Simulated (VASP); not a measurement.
Runs of VASP 6.6.1 on CsRb3Tb. The structure is that of space group R-3m (No. 166), or close to it. The cells are those of the table. The cell was generated, and may not be a known phase.

```csv
task,cell,k mesh,gap on the mesh (eV),pressure (GPa)
single point,"a = 8.076 Å, angles 82.0°, 5 atoms",6 × 6 × 6,none,0.0
relaxation of cell and atoms,"relaxed from a = 6.683 Å, angles 64.4°, 5 atoms",3 × 3 × 3,none,0.0
single point,"a = 8.224 Å, angles 77.6°, 5 atoms",3 × 3 × 3,none,(a)
single point,"a = 6.683 Å, angles 64.4°, 5 atoms",3 × 3 × 3,none,5.9
```

Alike in all rows: level PBE; potentials or basis VASP PAW PBE potentials, release 64 (Cs_sv, Rb_sv, Tb_3), 4f in core; no spin polarisation; smearing gaussian 0.1 eV.

Problem. Fill in the values left out.

Solution. (a) -0.1.

Caveats: some runs use coarse meshes; spin-orbit coupling is left out, which moves the levels of the heavy elements; the 4f electrons are frozen in the core, so they carry no moment and show no levels.

A k mesh can miss the band edges, and the runs leave out spin-orbit coupling on Cs, Rb, Tb.

A gap of «none» marks levels without a gap at the run's occupations.
